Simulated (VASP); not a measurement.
Wanted: the native input for a VASP 6.6.1 run.

| Quantity | Value |
| --- | --- |
| Task | single point |
| Functional | PBE |
| Potentials or basis | VASP PAW PBE potentials, release 64 (Si, C) |
| Cutoff | 520 eV |
| k mesh | 10 × 10 × 10 |
| Occupations | fermi-dirac, width 0.02 eV |
| Spin | no spin polarisation |
| Dipole correction | no |
| Further INCAR settings | ALGO = Normal; EDIFF = 1e-07; NBANDS = 11 |

The structure of SiC lies in POSCAR:

```
SiC
1.0
    0.0000000000      2.1127107805      2.2192378392
    2.1127107805      0.0000000000      2.2192378392
    2.1127107805      2.1127107805      0.0000000000
Si C
1 1
Direct
    0.0000000000      0.0000000000      0.0000000000
    0.2500000000      0.2500000000      0.2500000000
```

This cell differs from its parent crystal: epitaxial xy strain -3.0%.

The input as run:

INCAR

```
SYSTEM = SiC
  ALGO = Normal
  EDIFF = 1E-7
  ENCUT = 520
  GGA = PE
  ISIF = 2
  ISMEAR = -1
  LASPH = .True.
  LCHARG = .False.
  LREAL = .False.
  LWAVE = .False.
  NBANDS = 11
  NELM = 80
  PREC = Accurate
  SIGMA = 0.02
```

KPOINTS

```
k-points
0
Gamma
  10 10 10
  0 0 0
```

Potentials or basis: VASP PAW PBE potentials, release 64 (Si, C).

The run is started by

```sh
$ cat potpaw_PBE.64/Si/POTCAR potpaw_PBE.64/C/POTCAR > POTCAR
$ mpirun -np 1 vasp_std > vasp.out
```

It gave:

| Quantity | Value |
| --- | --- |
| Pressure | 13.6 GPa |
| Band gap on the k mesh | 1.05 eV, indirect (least direct gap 4.53 eV) |

Caveat: the cell differs from its parent crystal (epitaxial xy strain -3.0%).

Wall time 26 s on 1 thread of Intel Xeon 8259CL, on a shared host, peak memory 0.15 GiB.
